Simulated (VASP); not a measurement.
Here is a VASP 6.6.1 calculation.

Contents of INCAR:

```
SYSTEM = SnO2
PREC = Accurate
ENCUT = 520
EDIFF = 1E-7
ISMEAR = 0
SIGMA = 0.05
LREAL = .False.
LASPH = .True.
NELM = 80
ALGO = Normal
ISIF = 2
LWAVE = .False.
LCHARG = .False.
NBANDS = 64
```

The input KPOINTS:

```
regular mesh
0
Gamma
  6 6 6
  0 0 0
```

The input POSCAR:

```
SnO2
1.0
   -3.2078313831     -1.8520423126      4.0813809037
    3.2078313831     -1.8520423126      4.0813809037
    0.0000000000      3.7040846251      4.0813809037
Sn O
4 8
Direct
    0.5000000000      0.5000000000      0.5000000000
    1.0000000000      1.0000000000      0.5000000000
    1.0000000000      0.5000000000      0.0000000000
    0.5000000000      1.0000000000      0.0000000000
    0.2533577160      0.2533577160      0.2533577160
    0.7451905456      0.7451905456      0.2451905456
    0.7451905456      0.2451905456      0.7451905456
    0.2451905456      0.7451905456      0.7451905456
    0.7548094544      0.7548094544      0.7548094544
    0.2548094544      0.2548094544      0.7548094544
    0.2548094544      0.7548094544      0.2548094544
    0.7548094544      0.2548094544      0.2548094544
```

Potentials or basis: VASP PAW LDA potentials, release 64 (Sn_d, O).

Run with:

```console
$ cat potpaw_LDA.64/Sn_d/POTCAR potpaw_LDA.64/O/POTCAR > POTCAR
$ mpirun -np 1 vasp_std > vasp.out
```

Estimate the band gap on the k mesh.

1.45 eV.

Estimate the largest force.

1.038 eV/Å.

Forces on the atoms (eV/Å):
```
Sn   0.000  0.000 -0.002
Sn   0.000 -0.264  0.254
Sn  -0.229  0.132  0.254
Sn   0.229  0.132  0.254
O    0.000  0.000 -1.038
O    0.000  0.006  0.046
O    0.005 -0.003  0.046
O   -0.005 -0.003  0.046
O    0.000  0.000 -0.044
O    0.000  0.227  0.061
O    0.197 -0.114  0.061
O   -0.197 -0.114  0.061
```

Caveat: the cell differs from its parent crystal (atom 5 (O) moved +0.100 Å along Cartesian [0 0 1]); spin-orbit coupling is left out, which moves the levels of the heavy elements; forces of over 1 eV/Å act on the atoms, so gaps and moduli don't describe the material at rest.
